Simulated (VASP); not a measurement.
# Li3TeCl (Pm-3m) in VASP: a series of runs

Li3TeCl is run at these levels: PBEsol; tasks: vibrations by perturbation theory.

Program: VASP 6.6.1. These are calculated values, not measurements. Logs are shortened: lines on timing, memory, paths and dates and some standing lists are left out, and cuts for length are marked.

## Step 1: The cell of the first run

Symmetry: Pm-3m, No. 221, cubic system. Conventional cell: a = 4.495 Å, b = 4.495 Å, c = 4.495 Å, α = 90.00°, β = 90.00°, γ = 90.00°. Within 4.2 Å of Te (site symmetry m-3m) lie 12 Li at 3.18 Å and 8 Cl at 3.89 Å. Within 3.0 Å of Cl (site symmetry m-3m) lie 6 Li at 2.25 Å. Within 3.0 Å of Li (site symmetry 4/mmm) lie 2 Cl at 2.25 Å.

## Step 2: Vibrations by perturbation theory, PBEsol

The input, INCAR:

```
SYSTEM = Li3TeCl
  ALGO = Normal
  EDIFF = 1E-8
  ENCUT = 520
  GGA = PS
  IBRION = 8
  ISIF = 2
  ISMEAR = 0
  LASPH = .TRUE.
  LCHARG = .FALSE.
  LEPSILON = .TRUE.
  LREAL = .FALSE.
  LWAVE = .FALSE.
  NBANDS = 19
  NELM = 100
  NSW = 1
  PREC = Accurate
  SIGMA = 0.01
```

The input, KPOINTS:

```
k-points
0
G
  6 6 6
  0 0 0
```

The input, POSCAR:

```
Li3TeCl
1.0
    4.4951000000      0.0000000000      0.0000000000
    0.0000000000      4.4951000000      0.0000000000
    0.0000000000      0.0000000000      4.4951000000
Te Cl Li
1 1 3
Direct
    0.0000000000      0.0000000000      0.0000000000
    0.5000000000      0.5000000000      0.5000000000
    0.5000000000      0.5000000000      0.0000000000
    0.5000000000      0.0000000000      0.5000000000
    0.0000000000      0.5000000000      0.5000000000
```

Potentials or basis: VASP PAW PBE potentials, release 64 (Te, Cl, Li_sv).

The run is started by

```
$ cat potpaw_PBE.64/Te/POTCAR potpaw_PBE.64/Cl/POTCAR potpaw_PBE.64/Li_sv/POTCAR > POTCAR
$ mpirun -np 1 vasp_std > vasp.out
```

OUTCAR:

```text
SYSTEM = Li3TeCl
   EDIFF = 1E-8
   ENCUT = 520
   GGA = PS
   IBRION = 8
   ISIF = 2
   ISMEAR = 0
   LASPH = .TRUE.
   LEPSILON = .TRUE.
   LREAL = .FALSE.
   NELM = 100
   NSW = 1
   PREC = Accurate

 ion  position               nearest neighbor table
   1  0.000  0.000  0.000-
   2  0.500  0.500  0.500-   3 2.25   4 2.25   5 2.25   3 2.25   4 2.25   5 2.25
   3  0.500  0.500  0.000-   2 2.25   2 2.25
   4  0.500  0.000  0.500-   2 2.25   2 2.25
   5  0.000  0.500  0.500-   2 2.25   2 2.25

  LATTYP: Found a simple cubic cell.
 ALAT       =     4.4951000000

  Lattice vectors:

 A1 = (   4.4951000000,   0.0000000000,   0.0000000000)
 A2 = (   0.0000000000,   4.4951000000,   0.0000000000)
 A3 = (   0.0000000000,   0.0000000000,   4.4951000000)

Analysis of symmetry for initial positions (statically):
=====================================================================
 Subroutine PRICEL returns:
 Original cell was already a primitive cell.

 Routine SETGRP: Setting up the symmetry group for a
 simple cubic supercell.

 Subroutine GETGRP returns: Found 48 space group operations
 (whereof 48 operations were pure point group operations)
 out of a pool of 48 trial point group operations.

The static configuration has the point symmetry O_h .

[... 739 lines left out ...]
    3     0.00000     0.00000     1.43549

 INTERNAL STRAIN TENSOR FOR ION    5 for displacements in x,y,z  (eV/Angst):
          X           Y           Z          XY          YZ          ZX
  --------------------------------------------------------------------------------
  x     0.00000     0.00000     0.00000     0.00000     0.00000     0.00000
  y     0.00000     0.00000     0.00000     0.00000     0.00000     0.00000
  z     0.00000     0.00000     0.00000     0.00000     0.00000     0.00000

 SECOND DERIVATIVES (NOT SYMMETRIZED)
 ------------------------------------
               1X          1Y          1Z          2X          2Y          2Z          3X          3Y          3Z          4X          4Y          4Z          5X          5Y          5Z
  1X    -1.582973    0.000000    0.000000    1.627900   -0.000000   -0.000000   -0.180533   -0.000000    0.000000   -0.180533    0.000000    0.000000    0.316139    0.000000   -0.000000
  1Y     0.000000   -1.582973    0.000000   -0.000000    1.627900   -0.000000   -0.000000   -0.180533   -0.000000    0.000000    0.316139    0.000000    0.000000   -0.180533   -0.000000
  1Z     0.000000   -0.000000   -1.582973   -0.000000   -0.000000    1.627900    0.000000   -0.000000    0.316139   -0.000000   -0.000000   -0.180533   -0.000000   -0.000000   -0.180533
  2X     1.627783    0.000000    0.000000   -6.419811   -0.000000   -0.000000   -0.436477    0.000000   -0.000000   -0.436477   -0.000000   -0.000000    5.664981    0.000000   -0.000000
  2Y     0.000000    1.627783    0.000000   -0.000000   -6.419811   -0.000000   -0.000000   -0.436477   -0.000000   -0.000000    5.664981    0.000000   -0.000000   -0.436477    0.000000
  2Z     0.000000    0.000000    1.627783   -0.000000   -0.000000   -6.419811    0.000000   -0.000000    5.664981    0.000000   -0.000000   -0.436477   -0.000000    0.000000   -0.436477
  3X    -0.234420    0.000000    0.000000   -0.377942    0.000000    0.000000    0.276373    0.000000    0.000000    0.001795    0.000000    0.000000    0.334194    0.000000    0.000000
  3Y     0.000000   -0.234420    0.000000    0.000000   -0.377942    0.000000    0.000000    0.276373    0.000000    0.000000    0.334194    0.000000    0.000000    0.001795    0.000000
  3Z     0.000000    0.000000    0.334046   -0.000000   -0.000000    5.681157    0.000000    0.000000   -6.643213   -0.000000   -0.000000    0.314005   -0.000000    0.000000    0.314005
  4X    -0.234420    0.000000    0.000000   -0.377942    0.000000    0.000000    0.001795    0.000000    0.000000    0.276373    0.000000    0.000000    0.334194    0.000000    0.000000
  4Y    -0.000000    0.334046    0.000000   -0.000000    5.681157    0.000000    0.000000    0.314005   -0.000000    0.000000   -6.643213   -0.000000   -0.000000    0.314005   -0.000000
  4Z     0.000000    0.000000   -0.234420    0.000000    0.000000   -0.377942    0.000000    0.000000    0.334194    0.000000    0.000000    0.276373    0.000000    0.000000    0.001795
  5X     0.334046   -0.000000   -0.000000    5.681157   -0.000000    0.000000    0.314005    0.000000   -0.000000    0.314005   -0.000000   -0.000000   -6.643213    0.000000   -0.000000
  5Y     0.000000   -0.234420    0.000000    0.000000   -0.377942    0.000000    0.000000    0.001795    0.000000    0.000000    0.334194    0.000000    0.000000    0.276373    0.000000
  5Z     0.000000    0.000000   -0.234420    0.000000    0.000000   -0.377942    0.000000    0.000000    0.334194    0.000000    0.000000    0.001795    0.000000    0.000000    0.276373

 Eigenvectors and eigenvalues of the dynamical matrix
 ----------------------------------------------------

   1 f  =   16.358980 THz   102.786502 2PiTHz  545.676833 cm-1    67.655274 meV
             X         Y         Z           dx          dy          dz
      0.000000  0.000000  0.000000     0.001147    0.001231   -0.000031
      2.247550  2.247550  2.247550     0.250674    0.269079   -0.006840
      2.247550  2.247550  0.000000     0.031473    0.033783    0.017249
      2.247550  0.000000  2.247550     0.031473   -0.678597   -0.000859
      0.000000  2.247550  2.247550    -0.632181    0.033783   -0.000859
[... 105 lines left out ...]
  15 f/i=    3.450001 THz    21.676995 2PiTHz  115.079643 cm-1    14.268051 meV
             X         Y         Z           dx          dy          dz
      0.000000  0.000000  0.000000    -0.212002   -0.087205   -0.000526
      2.247550  2.247550  2.247550    -0.174024   -0.071583   -0.000431
      2.247550  2.247550  0.000000     0.624500    0.256881   -0.000018
      2.247550  0.000000  2.247550     0.624500   -0.002965    0.001548
      0.000000  2.247550  2.247550    -0.007209    0.256881    0.001548

--------------------------------------------------------------------------------------------------------

 MACROSCOPIC STATIC DIELECTRIC TENSOR IONIC CONTRIBUTION
 ------------------------------------------------------
           2.422740     0.000000    -0.000000
           0.000000     2.422740    -0.000000
          -0.000000    -0.000000     2.422740
 ------------------------------------------------------

 ELASTIC MODULI CONTR FROM IONIC RELAXATION (kBar)
 Direction    XX          YY          ZZ          XY          YZ          ZX
 --------------------------------------------------------------------------------
 XX           0.0000      0.0000      0.0000      0.0000      0.0000      0.0000
 YY           0.0000      0.0000      0.0000      0.0000      0.0000      0.0000
 ZZ           0.0000      0.0000      0.0000      0.0000      0.0000      0.0000
 XY           0.0000      0.0000      0.0000      0.0000      0.0000      0.0000
 YZ           0.0000      0.0000      0.0000      0.0000      0.0000      0.0000
 ZX           0.0000      0.0000      0.0000      0.0000      0.0000      0.0000
 --------------------------------------------------------------------------------

 PIEZOELECTRIC TENSOR IONIC CONTR  for field in x, y, z        (C/m^2)
          XX          YY          ZZ          XY          YZ          ZX
  --------------------------------------------------------------------------------
  x     0.00000     0.00000     0.00000     0.00000     0.00000     0.00000
  y     0.00000     0.00000     0.00000     0.00000     0.00000     0.00000
  z     0.00000     0.00000     0.00000     0.00000     0.00000     0.00000
```

OSZICAR:

```text
N       E                     dE             d eps       ncg     rms          rms(c)
DAV:   1     0.120535619936E+03    0.12054E+03   -0.93650E+03   760   0.112E+03
DAV:   2    -0.687288165556E+00   -0.12122E+03   -0.11699E+03   910   0.248E+02
DAV:   3    -0.169141389415E+02   -0.16227E+02   -0.16145E+02  1436   0.648E+01
DAV:   4    -0.176018977363E+02   -0.68776E+00   -0.68649E+00  1135   0.167E+01
[... 345 lines left out ...]
RMM:  12    -0.158435716827E+00    0.45929E-05   -0.71572E-06  3525   0.297E-03    0.261E-04
RMM:  13    -0.158443950630E+00   -0.82338E-05   -0.57764E-06  3161   0.278E-03    0.107E-04
RMM:  14    -0.158445199499E+00   -0.12489E-05   -0.52695E-06  3737   0.230E-03    0.108E-04
RMM:  15    -0.158445921394E+00   -0.72190E-06   -0.37902E-06  3735   0.206E-03    0.108E-04
RMM:  16    -0.158446175431E+00   -0.25404E-06   -0.39202E-06  3896   0.186E-03    0.101E-04
 Linear response finished
```

It took 34 min on 1 thread of AMD EPYC 9R14 (Zen 4), shared host; peak memory 0.46 GiB.

Results:

| Quantity | Value |
| --- | --- |
| Electronic dielectric tensor (diagonal) | 5.91 |
| Born charges (mean of the diagonal) | Te -2.42; Cl -1.51; Li +1.31 e |
| Highest phonon frequency at Γ, LO-TO splitting left out | 546 cm⁻¹ |
| Most unstable mode | 115i cm⁻¹ |

Phonon frequencies in cm⁻¹ (negative: imaginary):
```
              q point                                                     frequencies
(0.000, 0.000, 0.000)  -115 -115 -115 -103 -103 -103 -1 -1 -1 123 123 123 546 546 546
```

Electronic dielectric tensor:
```
5.91 0.00 0.00
0.00 5.91 0.00
0.00 0.00 5.91
```

Born effective charge tensors (e):
atom 1, Te
```
-2.42  0.00  0.00
 0.00 -2.42  0.00
 0.00  0.00 -2.42
```
atom 2, Cl
```
-1.51  0.00  0.00
 0.00 -1.51  0.00
 0.00  0.00 -1.51
```
atom 3, Li
```
1.44 0.00 0.00
0.00 1.44 0.00
0.00 0.00 1.05
```
atom 4, Li
```
1.44 0.00 0.00
0.00 1.05 0.00
0.00 0.00 1.44
```
atom 5, Li
```
1.05 0.00 0.00
0.00 1.44 0.00
0.00 0.00 1.44
```

Caveat: the cell stands under pressure or tension, which shifts response properties; the cutoff is under 1.25 times the usual one of these potentials, so pressure, stress and relaxed cells hold a basis-set (Pulay) error; some modes are imaginary; the PAW data sets were made with another functional, which shifts forces and pressure a little; spin-orbit coupling is left out, which moves the levels of the heavy elements.

## Step 3: Vibrations by perturbation theory, PBEsol

This run uses another cell than the first one, of 20.28 Å³/atom.

The input, INCAR:

```
SYSTEM = Li3TeCl
PREC = Accurate ; ENCUT = 520
EDIFF = 1E-8 ; ISMEAR = 0
SIGMA = 0.01 ; LREAL = .FALSE.
LASPH = .TRUE. ; NELM = 100
ALGO = Normal ; ISIF = 2
LWAVE = .FALSE. ; LCHARG = .FALSE.
GGA = PS ; NBANDS = 19
IBRION = 8 ; NSW = 1
LEPSILON = .TRUE.
```

The input, KPOINTS:

```
Automatic mesh
0
G
  6 6 6
  0 0 0
```

POSCAR, as its differences from that of step 2:

```diff
@@ -2,5 +2,5 @@
 1.0
-    4.4951000000      0.0000000000      0.0000000000
-    0.0000000000      4.4951000000      0.0000000000
-    0.0000000000      0.0000000000      4.4951000000
+    4.6633000000      0.0000000000      0.0000000000
+    0.0000000000      4.6633000000      0.0000000000
+    0.0000000000      0.0000000000      4.6633000000
 Te Cl Li
```

Potentials or basis: VASP PAW PBE potentials, release 64 (Te, Cl, Li_sv).

The run is started by

```
$ cat potpaw_PBE.64/Te/POTCAR potpaw_PBE.64/Cl/POTCAR potpaw_PBE.64/Li_sv/POTCAR > POTCAR
$ mpirun -np 1 vasp_std > vasp.out
```

OUTCAR:

```text
SYSTEM = Li3TeCl
   PREC = Accurate
   ENCUT = 520
   EDIFF = 1E-8
   ISMEAR = 0
   LREAL = .FALSE.
   LASPH = .TRUE.
   NELM = 100
   ISIF = 2
   GGA = PS
   IBRION = 8
   NSW = 1
   LEPSILON = .TRUE.

 ion  position               nearest neighbor table
   1  0.000  0.000  0.000-
   2  0.500  0.500  0.500-   3 2.33   4 2.33   5 2.33   3 2.33   4 2.33   5 2.33
   3  0.500  0.500  0.000-   2 2.33   2 2.33
   4  0.500  0.000  0.500-   2 2.33   2 2.33
   5  0.000  0.500  0.500-   2 2.33   2 2.33

  LATTYP: Found a simple cubic cell.
 ALAT       =     4.6633000000

  Lattice vectors:

 A1 = (   4.6633000000,   0.0000000000,   0.0000000000)
 A2 = (   0.0000000000,   4.6633000000,   0.0000000000)
 A3 = (   0.0000000000,   0.0000000000,   4.6633000000)
[... 779 lines left out ...]
  5Y     0.000000   -0.440462    0.000000    0.000000   -0.190481    0.000000    0.000000   -0.010623    0.000000    0.000000    0.266360    0.000000    0.000000    0.375207    0.000000
  5Z     0.000000    0.000000   -0.440462    0.000000    0.000000   -0.190481    0.000000    0.000000    0.266360    0.000000    0.000000   -0.010623    0.000000    0.000000    0.375207

 Eigenvectors and eigenvalues of the dynamical matrix
 ----------------------------------------------------

   1 f  =   13.352082 THz    83.893605 2PiTHz  445.377513 cm-1    55.219749 meV
             X         Y         Z           dx          dy          dz
      0.000000  0.000000  0.000000     0.006813    0.001900   -0.000000
      2.331650  2.331650  2.331650     0.343712    0.095834    0.000000
      2.331650  2.331650  0.000000     0.048473    0.013515   -0.000000
      2.331650  0.000000  2.331650     0.048473   -0.250161    0.000000
      0.000000  2.331650  2.331650    -0.897208    0.013515    0.000000
[... 105 lines left out ...]
  15 f/i=    3.887003 THz    24.422763 2PiTHz  129.656480 cm-1    16.075347 meV
             X         Y         Z           dx          dy          dz
      0.000000  0.000000  0.000000    -0.098182   -0.239415   -0.129718
      2.331650  2.331650  2.331650    -0.023383   -0.057020   -0.030894
      2.331650  2.331650  0.000000     0.228736    0.557767    0.019834
      2.331650  0.000000  2.331650     0.228736    0.036607    0.302204
      0.000000  2.331650  2.331650     0.015012    0.557767    0.302204

--------------------------------------------------------------------------------------------------------

 MACROSCOPIC STATIC DIELECTRIC TENSOR IONIC CONTRIBUTION
 ------------------------------------------------------
           1.772713    -0.000000     0.000000
          -0.000000     1.772713    -0.000000
           0.000000    -0.000000     1.772713
 ------------------------------------------------------

 ELASTIC MODULI CONTR FROM IONIC RELAXATION (kBar)
 Direction    XX          YY          ZZ          XY          YZ          ZX
 --------------------------------------------------------------------------------
 XX           0.0000      0.0000      0.0000      0.0000      0.0000      0.0000
 YY           0.0000      0.0000      0.0000      0.0000      0.0000      0.0000
 ZZ           0.0000      0.0000      0.0000      0.0000      0.0000      0.0000
 XY           0.0000      0.0000      0.0000      0.0000      0.0000      0.0000
 YZ           0.0000      0.0000      0.0000      0.0000      0.0000      0.0000
 ZX           0.0000      0.0000      0.0000      0.0000      0.0000      0.0000
 --------------------------------------------------------------------------------

 PIEZOELECTRIC TENSOR IONIC CONTR  for field in x, y, z        (C/m^2)
          XX          YY          ZZ          XY          YZ          ZX
  --------------------------------------------------------------------------------
  x     0.00000     0.00000     0.00000     0.00000     0.00000     0.00000
  y     0.00000     0.00000     0.00000     0.00000     0.00000     0.00000
  z     0.00000     0.00000     0.00000     0.00000     0.00000     0.00000
```

OSZICAR:

```text
N       E                     dE             d eps       ncg     rms          rms(c)
DAV:   1     0.125293874347E+03    0.12529E+03   -0.93327E+03   760   0.110E+03
DAV:   2    -0.481758051930E+00   -0.12578E+03   -0.12125E+03   941   0.251E+02
[... 342 lines left out ...]
RMM:  21    -0.156884110863E+00   -0.48759E-08   -0.78762E-07  3517   0.797E-04    0.594E-05
RMM:  22    -0.156884790160E+00   -0.67930E-06   -0.73575E-07  3573   0.751E-04    0.612E-05
RMM:  23    -0.156883682001E+00    0.11082E-05   -0.59463E-07  3678   0.718E-04    0.679E-05
RMM:  24    -0.156883577083E+00    0.10492E-06   -0.59239E-07  3641   0.640E-04    0.746E-05
RMM:  25    -0.156883642853E+00   -0.65770E-07   -0.48375E-07  3441   0.596E-04    0.744E-05
RMM:  26    -0.156883584282E+00    0.58572E-07   -0.47053E-07  3372   0.557E-04    0.798E-05
 Linear response finished
```

It took 34 min on 1 thread of AMD EPYC 9R14 (Zen 4), shared host; peak memory 0.5 GiB.

What came out:

```
Electronic dielectric tensor (diagonal)                 : 5.63
Born charges (mean of the diagonal)                     : Te -2.46; Cl -1.53; Li +1.33 e
Highest phonon frequency at Γ, LO-TO splitting left out : 445 cm⁻¹
Most unstable mode                                      : 130i cm⁻¹
```

Phonon frequencies in cm⁻¹ (negative: imaginary):
```
              q point                                                     frequencies
(0.000, 0.000, 0.000)  -130 -130 -130 -122 -122 -122 -1 -1 -1 119 119 119 445 445 445
```

Electronic dielectric tensor:
```
5.63 0.00 0.00
0.00 5.63 0.00
0.00 0.00 5.63
```

Born effective charge tensors (e):
atom 1, Te
```
-2.46  0.00  0.00
 0.00 -2.46  0.00
 0.00  0.00 -2.46
```
atom 2, Cl
```
-1.53  0.00  0.00
 0.00 -1.53  0.00
 0.00  0.00 -1.53
```
atom 3, Li
```
1.46 0.00 0.00
0.00 1.46 0.00
0.00 0.00 1.08
```
atom 4, Li
```
1.46 0.00 0.00
0.00 1.08 0.00
0.00 0.00 1.46
```
atom 5, Li
```
1.08 0.00 0.00
0.00 1.46 0.00
0.00 0.00 1.46
```

Caveat: the cell stands under pressure or tension, which shifts response properties; the cutoff is under 1.25 times the usual one of these potentials, so pressure, stress and relaxed cells hold a basis-set (Pulay) error; some modes are imaginary; the PAW data sets were made with another functional, which shifts forces and pressure a little; spin-orbit coupling is left out, which moves the levels of the heavy elements.
